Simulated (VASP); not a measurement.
Runs of VASP 6.6.1 on Os. The structure is that of space group P6_3/mmc (No. 194), or close to it. The cells are those of the table. 

| task | cell | cutoff (eV) | k mesh for the DOS | occupations for the DOS | gap on the mesh (eV) | pressure (GPa) |
| --- | --- | --- | --- | --- | --- | --- |
| single point | a = 2.414, b = 2.414, c = 3.853 Å, angles 90.0, 90.0, 120.0°, 2 atoms | 520 | - | - | none | 368.9 |
| relaxation of shape and atoms at fixed volume | relaxed from a = 2.634, b = 2.634, c = 4.160 Å, angles 90.0, 90.0, 120.0°, 2 atoms | 600 | - | - | none | 61.2 |
| single point | a = 2.526, b = 2.526, c = 4.020 Å, angles 90.0, 90.0, 120.0°, 2 atoms | 520 | - | - | none | 170.0 |
| relaxation of shape and atoms at fixed volume | relaxed from a = 2.533, b = 2.533, c = 4.000 Å, angles 90.0, 90.0, 120.0°, 2 atoms | 600 | - | - | none | 170.1 |
| relaxation of cell and atoms | relaxed from a = 2.706, b = 2.706, c = 4.383 Å, angles 90.0, 90.0, 120.0°, 2 atoms | 600 | - | - | none | 0.0 |
| relaxation of shape and atoms at fixed volume | relaxed from a = 2.422, b = 2.422, c = 3.826 Å, angles 90.0, 90.0, 120.0°, 2 atoms | 600 | - | - | none | 369.0 |
| single point | a = 2.728, b = 2.728, c = 4.309 Å, angles 90.0, 90.0, 120.0°, 2 atoms | 520 | - | - | none | (a) |
| single point | a = 2.630, b = 2.630, c = 4.172 Å, angles 90.0, 90.0, 120.0°, 2 atoms | 520 | - | - | none | 61.0 |

Alike in all rows: level PBEsol; potentials or basis VASP PAW PBE potentials, release 64 (Os); no spin polarisation; k mesh 16 × 16 × 9; smearing fermi-dirac 0.05 eV.

Q: Estimate the missing entries.

A: (a) 0.5.

Caveats: the PAW data sets were made with another functional, which shifts forces and pressure a little; spin-orbit coupling is left out, which moves the levels of the heavy elements.

A k mesh can miss the band edges, and the runs leave out spin-orbit coupling on Os.

A gap of «none» marks levels without a gap at the run's occupations.
